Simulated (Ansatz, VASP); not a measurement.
# One calculation of GaP, two programs

```
Ga P
1.0
     0.00000    2.61624    2.94327
     2.61624    0.00000    2.94327
     2.61624    2.61624    0.00000
Ga P
1 1
Cartesian
  0.0000 0.0000 0.0000
  3.9244 3.9244 4.4149
```

Change from the starting cell: strain -0.040 along x and y, +0.080 along z, atoms carried along.

Alike in both runs: task single point; functional r2SCAN; k mesh 8 × 8 × 8; occupations gaussian, width 0.05 eV; no spin polarisation.

|  | VASP | Ansatz |
| --- | --- | --- |
| version | VASP 6.6.1 | Ansatz 0.2.0 |
| potentials or method | VASP PAW PBE potentials, release 64 (Ga_d, P), cutoff 520 eV | scalar-relativistic, plane waves, PAW |
| valence electrons in the cell | 18 | 18 |

|  | VASP | Ansatz | Ansatz less VASP |
| --- | --- | --- | --- |
| gap on the k mesh at the Fermi level (eV) | 1.29 | 1.28 | -0.007 |
| least direct gap on the mesh (eV) | 1.96 | 1.98 | +0.021 |
| pressure (GPa) | 0.2 | 0.2 | +0.06 |
| traceless stress, the component that is largest in VASP (GPa) | -7.83 | -7.82 | +0.009 |

VASP's potentials were made for PBE, not for r2SCAN. With one functional, cell and mesh, what is left measures potentials, basis and numerics.
